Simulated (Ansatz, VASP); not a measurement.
# BP: VASP beside Ansatz

```xyz
2
Lattice="0.0028 2.2690 2.2690 2.2718 0.0000 2.2718 2.2690 2.2690 0.0028" Properties=species:S:1:pos:R:3 pbc="T T T"
B     0.0000    0.0000    0.0000
P     3.4078    3.4035    3.4078
```

Change from the starting cell: strain +0.0025 x Voigt [0, 0, 0, 0, 1, 0], atoms carried along.

Alike in both runs: task single point; functional r2SCAN; k mesh 10 × 10 × 10; occupations gaussian, width 0.05 eV; no spin polarisation.

|  | VASP | Ansatz |
| --- | --- | --- |
| version | VASP 6.6.1 | Ansatz 0.2.0 |
| potentials or method | VASP PAW PBE potentials, release 64 (B, P), cutoff 520 eV | scalar-relativistic, plane waves, PAW |
| valence electrons in the cell | 8 | 8 |

|  | VASP | Ansatz | Ansatz less VASP |
| --- | --- | --- | --- |
| gap on the k mesh at the Fermi level (eV) | 1.44 | 1.41 | -0.030 |
| least direct gap on the mesh (eV) | 3.61 | 3.57 | -0.040 |
| pressure (GPa) | -0.7 | -0.2 | +0.51 |
| traceless stress, the component that is largest in VASP (GPa) | -0.53 | -0.53 | 0.000 |
| rms of the force components (eV/Å) | 0.010 | 0.010 | +0.0002 |

VASP's potentials were made for PBE, not for r2SCAN. Atom by atom the forces differ by 0.000 eV/Å (rms over components). With one functional, cell and mesh, what is left measures potentials, basis and numerics.
